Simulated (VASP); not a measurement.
A run of VASP 6.6.1 is set up as follows.

Contents of INCAR:

```
  ALGO = Normal
  EDIFF = 1E-7
  ENCUT = 520
  ISIF = 2
  ISMEAR = 1
  LASPH = T
  LCHARG = F
  LREAL = F
  LWAVE = F
  NBANDS = 22
  NELM = 80
  PREC = Accurate
  SIGMA = 0.1
```

Contents of KPOINTS:

```
k-points
0
Gamma
  12 12 7
```

File POSCAR:

```
Rh
1.0
    2.7309800000      0.0000000000      0.0000000000
   -1.3654900000      2.3651000000      0.0000000000
    0.0000000000      0.0000000000      4.4284900000
Rh
2
Direct
    0.6666666667      0.3333333333      0.7500000000
    0.3333333333      0.6666666667      0.2500000000
```

Potentials or basis: VASP PAW LDA potentials, release 64 (Rh_pv).

Launch:

```console
$ cat potpaw_LDA.64/Rh_pv/POTCAR > POTCAR
$ mpirun -np 1 vasp_std > vasp.out
```

Task: Predict the band gap on the k mesh.

Result: Zero (band 15 reaches 11.66 eV, above the bottom of band 16 at 9.39 eV).

Task: Estimate the pressure.

Result: -18.9 GPa.
